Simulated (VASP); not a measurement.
A run of VASP 6.6.1 is set up as follows.

INCAR

```
SYSTEM = AlGaN2
PREC     = Accurate       ! precision mode
ENCUT    = 520            ! plane-wave cutoff, eV
EDIFF    = 1E-6           ! SCF threshold, eV
ISMEAR   = 0              ! smearing method
SIGMA    = 0.05           ! smearing width, eV
LREAL    = .False.        ! projectors in reciprocal space
LASPH    = .True.         ! aspherical terms in the spheres
NELM     = 100            ! most SCF steps
ALGO     = Normal         ! electronic algorithm
ISIF     = 2              ! what is computed and relaxed
LWAVE    = .False.        ! write WAVECAR
LCHARG   = .False.        ! write CHGCAR
NBANDS   = 21             ! bands
```

File KPOINTS:

```
regular mesh
0
Gamma
  8 8 6
  0 0 0
```

The input POSCAR:

```
AlGaN2
1.0
    3.0937638930      0.0000000000      0.0000000000
    0.0000000000      3.0937638930      0.0000000000
    0.0000000000      0.0000000000      4.5565530782
Al Ga N
1 1 2
Direct
    0.5000000000      0.5000000000      0.5000000000
    0.0000000000      0.0000000000      0.0000000000
    0.5000000000      0.0000000000      0.7382648100
    0.0000000000      0.5000000000      0.2617351900
```

Potentials or basis: VASP PAW LDA potentials, release 64 (Al, Ga_d, N).

Launch:

```console
$ cat potpaw_LDA.64/Al/POTCAR potpaw_LDA.64/Ga_d/POTCAR potpaw_LDA.64/N/POTCAR > POTCAR
$ mpirun -np 1 vasp_std > vasp.out
```

**Question.** What does it give for the pressure?

**Answer.** -4.1 GPa.

**Question.** What does it give for the largest force?

**Answer.** 0.250 eV/Å.

**Question.** Predict the band gap on the k mesh.

**Answer.** 2.80 eV, direct.

Stress tensor (GPa, compression positive):
```
-1.85  0.00  0.00
 0.00 -1.85  0.00
 0.00  0.00 -8.67
```

Caveat: the cell differs from its parent crystal (strain -0.015 along x and y, +0.030 along z). A k mesh can miss the band edges.
